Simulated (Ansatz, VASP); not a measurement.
**Si16Au: VASP beside Ansatz**

```
Si Au
1.0
     0.00000    5.43000    5.43000
     5.43000    0.00000    5.43000
     5.43000    5.43000    0.00000
Si Au
16 1
Direct
  0.97929 0.97935 0.97937
  0.10284 0.10282 0.10283
  0.01041 0.00864 0.46328
  0.12345 0.12359 0.60643
  0.01033 0.46328 0.00868
  0.12341 0.60639 0.12361
  0.01314 0.49467 0.49469
  0.15641 0.60842 0.60848
  0.46343 0.00872 0.00863
  0.60621 0.12272 0.12271
  0.49488 0.01174 0.49397
  0.60856 0.15459 0.60866
  0.49485 0.49399 0.01171
  0.60848 0.60875 0.15452
  0.51697 0.51483 0.51477
  0.63970 0.63862 0.63860
  0.80890 0.80798 0.80798
```

Alike in both runs: functional PBE; k mesh 2 × 2 × 2; occupations gaussian, width 0.05 eV; collinear spin.

Ansatz relaxed the structure, and its values are those at the end. VASP's run is a single point on that final structure, the one shown.

|  | VASP | Ansatz |
| --- | --- | --- |
| version | VASP 6.6.1 | Ansatz 0.2.0 |
| potentials or method | VASP PAW PBE potentials, release 64 (Si, Au), cutoff 520 eV | scalar-relativistic, plane waves, PAW |
| valence electrons in the cell | 75 | 83 |

Ansatz gave:

| Quantity | Value |
| --- | --- |
| rms of the force components (eV/Å) | 0.011 |
| net moment per atom (μB) | 0.00 |

Task: What did VASP give for the same quantities?

Result: rms of the force components (eV/Å): 0.013; net moment per atom (μB): 0.00.

VASP's potentials hold 75 valence electrons a cell and Ansatz's 83, so a difference there can come from the potentials and not from the codes. Ansatz's warnings: filled band counts differ across k points, seeded moment not kept.

The k mesh is coarse, so the values compare programs but aren't converged. Neither program's run includes spin-orbit coupling.
